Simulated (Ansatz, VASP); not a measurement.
# InSb3: VASP beside Ansatz

File INCAR:

```
  ALGO = Normal
  EDIFF = 1E-6
  EDIFFG = -0.005
  ENCUT = 600
  GGA = PS
  IBRION = 2
  ISIF = 3
  ISMEAR = 0
  IVDW = 12
  LASPH = True
  LCHARG = False
  LREAL = False
  LWAVE = False
  NELM = 60
  NSW = 100
  PREC = Accurate
  SIGMA = 0.1
```

File KPOINTS:

```
k-points
0
Gamma
  10 10 10
```

File POSCAR:

```
InSb3
1.0
    0.0000000000      3.7945550000      3.7945550000
    3.7945550000      0.0000000000      3.7945550000
    3.7945550000      3.7945550000      0.0000000000
In Sb
1 3
Direct
    0.0000000000      0.0000000000      0.0000000000
    0.2500000000      0.2500000000      0.2500000000
    0.7500000000      0.7500000000      0.7500000000
    0.5000000000      0.5000000000      0.5000000000
```

Input for Ansatz:

```yaml
crystal:
  lattice:
    - [0.0, 3.794555, 3.794555]
    - [3.794555, 0.0, 3.794555]
    - [3.794555, 3.794555, 0.0]
  atoms:
    - { symbol: In, position: [0.0, 0.0, 0.0] }
    - { symbol: Sb, position: [0.25, 0.25, 0.25] }
    - { symbol: Sb, position: [0.75, 0.75, 0.75] }
    - { symbol: Sb, position: [0.5, 0.5, 0.5] }
basis:
  ecutwfc: 420
kpoints:
  mp_grid: { grid: [10, 10, 10] }
hamiltonian:
  xc: pbesol
  dispersion: d3bj
scf:
  occupations: { method: gaussian, width: 0.1 }
output:
  forces: true
  stress: true
  eigenvalues: true
relax:
  adjacent_minimum: "off"
  f_tol: 0.005
  max_steps: 80
  cell: { stress_tol: 0.05 }
```

Alike in both runs: task relaxation of cell and atoms; functional PBEsol; dispersion D3(BJ); k mesh 10 × 10 × 10; occupations gaussian, width 0.1 eV; no spin polarisation.

|  | VASP | Ansatz |
| --- | --- | --- |
| version | VASP 6.6.1 | Ansatz 0.2.0 |
| potentials or method | VASP PAW PBE potentials, release 64 (In_d, Sb), cutoff 600 eV | scalar-relativistic, plane waves, PAW |
| valence electrons in the cell | 28 | 58 |

VASP gave:

```
gap on the k mesh at the Fermi level, each at its own relaxed structure (eV) : none
relaxed volume (Å³/atom)                                                     : 24.58
relaxed cell length with the largest relative difference (Å)                 : 5.180
```

Estimate Ansatz's values.

gap on the k mesh at the Fermi level, each at its own relaxed structure (eV): none; relaxed volume (Å³/atom): 24.56; relaxed cell length with the largest relative difference (Å): 5.179.

VASP's potentials were made for PBE, not for PBEsol. A gap of «none» marks a metal or a gap that the smearing closes. VASP's potentials hold 28 valence electrons a cell and Ansatz's 58, so a difference there can come from the potentials and not from the codes.

Neither program's run includes spin-orbit coupling. Noted on VASP's run: too few bands were computed for a metal, which touches its energy and stress.
